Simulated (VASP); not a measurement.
Here is a VASP 6.6.1 calculation.

Contents of INCAR:

```
ALGO = Normal
EDIFF = 1E-7
ENCUT = 520
GGA = PE
ISIF = 2
ISMEAR = 0
LASPH = True
LCHARG = False
LREAL = False
LWAVE = False
NBANDS = 31
NELM = 100
PREC = Accurate
SIGMA = 0.1
```

File KPOINTS:

```
k-points
0
Gamma
  8 8 10
```

Contents of POSCAR:

```
LiGeH3
1.0
    5.3797078486      0.0000000000      0.0000000000
    0.0000000000      5.3797078486      0.0000000000
    0.0000000000      0.0000000000      3.6587470933
Li Ge H
2 2 6
Direct
    0.0000000000      0.5000000000      0.5000000000
    0.5000000000      0.0000000000      0.5000000000
    0.5000000000      0.5000000000      0.0000000000
    0.0000000000      0.0000000000      0.0000000000
    0.8301654882      0.3301654882      0.0000000000
    0.6698345118      0.8301654882      0.0000000000
    0.5000000000      0.5000000000      0.5000000000
    0.1698345118      0.6698345118      0.0000000000
    0.3301654882      0.1698345118      0.0000000000
    0.0000000000      0.0000000000      0.5000000000
```

Potentials or basis: VASP PAW PBE potentials, release 64 (Li_sv, Ge_d, H).

The run is started by

```bash
$ cat potpaw_PBE.64/Li_sv/POTCAR potpaw_PBE.64/Ge_d/POTCAR potpaw_PBE.64/H/POTCAR > POTCAR
$ mpirun -np 1 vasp_std > vasp.out
```

Question: What does it give for the band gap on the k mesh?

Answer: Zero (band 20 reaches 4.13 eV, above the bottom of band 21 at 2.82 eV).
